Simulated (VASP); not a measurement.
# Li2O (Fm-3m) in VASP: single point with PBE

Aim: the single point of Li2O with PBE.

Program: VASP 6.6.1. These are calculated values, not measurements. Logs are shortened: lines on timing, memory, paths and dates and some standing lists are left out, and cuts for length are marked.

### Step 1. The cell of the first run

It takes space group Fm-3m (No. 225, cubic). The conventional cell has a = 4.626 Å, b = 4.626 Å, c = 4.626 Å, α = 90.00°, β = 90.00°, γ = 90.00°. Within 2.7 Å of Li (site symmetry -43m) lie 4 O at 2.00 Å and 6 Li at 2.31 Å. O (site symmetry m-3m) has 8 Li at 2.00 Å within 2.7 Å.

### Step 2. Single point, PBE

Contents of INCAR:

```
SYSTEM = Li2O
PREC = Accurate
ENCUT = 750
EDIFF = 1E-6
ISMEAR = 0
SIGMA = 0.02
LREAL = .FALSE.
LASPH = .TRUE.
NELM = 120
ALGO = Normal
ISIF = 2
LWAVE = .FALSE.
LCHARG = .TRUE.
GGA = PE
LELF = .TRUE.
LVHAR = .TRUE.
NBANDS = 13
GGA_COMPAT = .FALSE.
```

Contents of KPOINTS:

```
regular mesh
0
G
  8 8 8
  0 0 0
```

Contents of POSCAR:

```
Li2O
1.0
    0.0000000000      2.3130253902      2.3130253902
    2.3130253902      0.0000000000      2.3130253902
    2.3130253902      2.3130253902      0.0000000000
Li O
2 1
Direct
    0.2500000000      0.2500000000      0.2500000000
    0.7500000000      0.7500000000      0.7500000000
    0.0000000000      0.0000000000      0.0000000000
```

Potentials or basis: VASP PAW PBE potentials, release 64 (Li_sv, O).

Command:

```
$ cat potpaw_PBE.64/Li_sv/POTCAR potpaw_PBE.64/O/POTCAR > POTCAR
$ mpirun -np 1 vasp_std > vasp.out
```

OUTCAR:

```text
SYSTEM = Li2O
   PREC = Accurate
   ENCUT = 750
   EDIFF = 1E-6
   ISMEAR = 0
   LREAL = .FALSE.
   LASPH = .TRUE.
   NELM = 120
   ISIF = 2
   GGA = PE

 ion  position               nearest neighbor table
   1  0.250  0.250  0.250-   3 2.00   3 2.00   3 2.00   3 2.00   2 2.31   2 2.31   2 2.31   2 2.31
                             2 2.31   2 2.31
   2  0.750  0.750  0.750-   3 2.00   3 2.00   3 2.00   3 2.00   1 2.31   1 2.31   1 2.31   1 2.31
                             1 2.31   1 2.31
   3  0.000  0.000  0.000-   2 2.00   2 2.00   2 2.00   1 2.00   2 2.00   1 2.00   1 2.00   1 2.00

  LATTYP: Found a face centered cubic cell.
 ALAT       =     4.6260507804

  Lattice vectors:

 A1 = (   0.0000000000,   2.3130253902,   2.3130253902)
 A2 = (   2.3130253902,   0.0000000000,   2.3130253902)
 A3 = (   2.3130253902,   2.3130253902,   0.0000000000)

Analysis of symmetry for initial positions (statically):
=====================================================================
 Subroutine PRICEL returns:
 Original cell was already a primitive cell.

 Routine SETGRP: Setting up the symmetry group for a
 face centered cubic supercell.

 Subroutine GETGRP returns: Found 48 space group operations
 (whereof 48 operations were pure point group operations)
 out of a pool of 48 trial point group operations.

The static configuration has the point symmetry O_h .

Analysis of symmetry for dynamics (positions and initial velocities):
=====================================================================
 Subroutine PRICEL returns:
 Original cell was already a primitive cell.

 Routine SETGRP: Setting up the symmetry group for a
 face centered cubic supercell.

 Subroutine GETGRP returns: Found 48 space group operations
 (whereof 48 operations were pure point group operations)
 out of a pool of 48 trial point group operations.

The dynamic configuration has the point symmetry O_h .

 Subroutine INISYM returns: Found 48 space group operations
 (whereof 48 operations are pure point group operations),
 and found     1 'primitive' translations

----------------------------------------------------------------------------------------

                                     Primitive cell

  volume of cell :      24.7498

  direct lattice vectors                    reciprocal lattice vectors
     0.000000000  2.313025390  2.313025390    -0.216167104  0.216167104  0.216167104
     2.313025390  0.000000000  2.313025390     0.216167104 -0.216167104  0.216167104
     2.313025390  2.313025390  0.000000000     0.216167104  0.216167104 -0.216167104

  length of vectors
     3.271111877  3.271111877  3.271111877     0.374412407  0.374412407  0.374412407

  position of ions in fractional coordinates (direct lattice)
[... 93 lines left out ...]
   NUPDOWN=      -1.0000    fix difference up-down
   EMIN   =  10.00;   EMAX   =-10.00  energy-range for DOS
   EFERMI =   0.00;   METHOD = LEGACY
   ISMEAR =     0;   SIGMA  =   0.02  broadening in eV -4-tet -1-fermi 0-gaus
   EFERMI_NEDOS =   21; number of points for ismear=-14 and -15
   IALGO  =     38    algorithm
   IMIX   =      4    mixing-type and parameters
     AMIX     =   0.40;   BMIX     =  1.00
     AMIX_MAG =   1.60;   BMIX_MAG =  1.00
  volume/ion in A,a.u.               =       8.25        55.67
  Fermi-wavevector in a.u.,A,eV,Ry     =   1.286110  2.430396 22.505117  1.654079
  Thomas-Fermi vector in A             =   2.418204
   LORBIT       =      0    0 simple, 1 ext, 2 COOP (PROOUT), +10 PAW based schemes
   GGA     = PE    functional components
   LHFCALC =     F    Hartree Fock is set to
   AEXX    =    0.0000 exact exchange contribution
   IVDW    =     0    specifies the selected vdW correction
   LEPSILON=     F    determine dielectric tensor
   LRPA    =     F    only Hartree local field effects (RPA)
 non-spin polarized calculation
 Gauss-broadening in eV      SIGMA  =   0.02
  energy-cutoff  :      750.00
  volume of cell :       24.75
 maximum number of plane-waves:      1174
 NGX is ok and might be reduce to    30
   NGX = 15   NGY = 15   NGZ = 15

 number of electron      11.9999999 magnetization

 Free energy of the ion-electron system (eV)
  ---------------------------------------------------
  ext. energy  EPLUGINS =         0.00000000
  ---------------------------------------------------
  free energy    TOTEN  =       -14.35625947 eV

  energy without entropy =      -14.35625947  energy(sigma->0) =      -14.35625947

 E-fermi :   1.4537     XC(G=0):  -9.7346

 val. band max:        1.3114057134   @ k =   0.0000   0.0000   0.0000
 cond. band min:       6.2820179928   @ k =   0.5000   0.5000   0.0000
 fundamental gap:      4.9706122794
 Fermi energy:         1.4537017528

 k-point     1 :       0.0000    0.0000    0.0000
  band No.  band energies     occupation
      1     -41.6797      2.00000
      2     -41.3545      2.00000
      3     -14.1303      2.00000
      4       1.3114      2.00000
      5       1.3114      2.00000
      6       1.3114      2.00000
      7       6.5469      0.00000
      8      13.2246      0.00000
      9      13.2246      0.00000
     10      13.2246      0.00000
     11      20.2679      0.00000
     12      20.2679      0.00000
     13      20.2679      0.00000
[... 354 lines left out ...]
  band No.  band energies     occupation
      1     -41.5023      2.00000
      2     -41.5017      2.00000
      3     -13.8748      2.00000
      4      -1.1363      2.00000
      5       0.3108      2.00000
      6       0.5090      2.00000
      7       9.2470      0.00000
      8      11.5257      0.00000
      9      14.3374      0.00000
     10      14.6818      0.00000
     11      18.7950      0.00000
     12      19.1655      0.00000
     13      24.2440      0.00000

 [... further k-points ...]
[... 5 lines left out ...]
  --------------------------------------------------------------------------------------
  -------------------------------------------------------------------------------------
  Total       -0.0513896     -0.0513896     -0.0513896      0.0000000      0.0000000      0.0000000
  in kB       -3.3267050     -3.3267050     -3.3267050      0.0000000      0.0000000      0.0000000
  external PRESSURE =      -3.3267050 kB  Pullay stress =       0.0000000 kB

 VOLUME and BASIS-vectors are now :
 -----------------------------------------------------------------------------
  energy-cutoff  :      750.00
  volume of cell :       24.75
      direct lattice vectors                 reciprocal lattice vectors
     0.000000000  2.313025390  2.313025390    -0.216167104  0.216167104  0.216167104
     2.313025390  0.000000000  2.313025390     0.216167104 -0.216167104  0.216167104
     2.313025390  2.313025390  0.000000000     0.216167104  0.216167104 -0.216167104

 POSITION                                       TOTAL-FORCE (eV/Angst)
 -----------------------------------------------------------------------------------
      1.15651      1.15651      1.15651        -0.000000      0.000000     -0.000000
      3.46954      3.46954      3.46954        -0.000000     -0.000000      0.000000
      0.00000      0.00000      0.00000         0.000000      0.000000      0.000000
 -----------------------------------------------------------------------------------
    total drift:                                0.000000     -0.000000      0.000000

  FREE ENERGIE OF THE ION-ELECTRON SYSTEM (eV)
  ---------------------------------------------------
  free  energy   TOTEN  =       -14.3562594711 eV

  energy  without entropy=      -14.3562594711  energy(sigma->0) =      -14.35625947
```

OSZICAR:

```text
N       E                     dE             d eps       ncg     rms          rms(c)
DAV:   1     0.563785139862E+02    0.56379E+02   -0.70250E+03   754   0.128E+03
DAV:   2    -0.100380376721E+02   -0.66417E+02   -0.62781E+02   899   0.262E+02
DAV:   3    -0.160814899665E+02   -0.60435E+01   -0.59933E+01  1433   0.563E+01
DAV:   4    -0.161296183378E+02   -0.48128E-01   -0.48124E-01   870   0.692E+00
DAV:   5    -0.161299709153E+02   -0.35258E-03   -0.35257E-03  1057   0.466E-01    0.747E+00
DAV:   6    -0.143929167111E+02    0.17371E+01   -0.83944E+00   799   0.153E+01    0.285E+00
DAV:   7    -0.143590541868E+02    0.33863E-01   -0.19289E-01   932   0.304E+00    0.150E+00
DAV:   8    -0.143579398547E+02    0.11143E-02   -0.69048E-02   932   0.259E+00    0.446E-01
DAV:   9    -0.143558716396E+02    0.20682E-02   -0.59370E-03   927   0.649E-01    0.136E-01
DAV:  10    -0.143562842045E+02   -0.41256E-03   -0.92288E-04   879   0.233E-01    0.565E-02
DAV:  11    -0.143562577267E+02    0.26478E-04   -0.48480E-05  1021   0.750E-02    0.135E-02
DAV:  12    -0.143562598019E+02   -0.20752E-05   -0.63017E-06   911   0.248E-02    0.633E-03
DAV:  13    -0.143562594711E+02    0.33085E-06   -0.24838E-06   954   0.136E-02
   1 F= -.14356259E+02 E0= -.14356259E+02  d E =-.685622E-26
```

stdout:

```text
POSCAR found type information on POSCAR LiO
 POSCAR found :  2 types and       3 ions
 scaLAPACK will be used
 LDA part: xc-table for (Slater+PW92), standard interpolation
 POSCAR, INCAR and KPOINTS ok, starting setup
 FFT: planning ... GRIDC
 FFT: planning ... GRID_SOFT
 FFT: planning ... GRID
 WAVECAR not read
 entering main loop
```

Wall time 34 s (1 thread of Intel Xeon 8259CL, shared host); peak memory 0.16 GiB.

What came out:

```
Free energy            : -14.3563 eV
Pressure               : -0.3 GPa
Band gap on the k mesh : 4.97 eV, indirect (least direct gap 5.24 eV)
```

A k mesh can miss the band edges. Expect the measured gap to be larger: semilocal functionals such as PBE lack the derivative discontinuity.
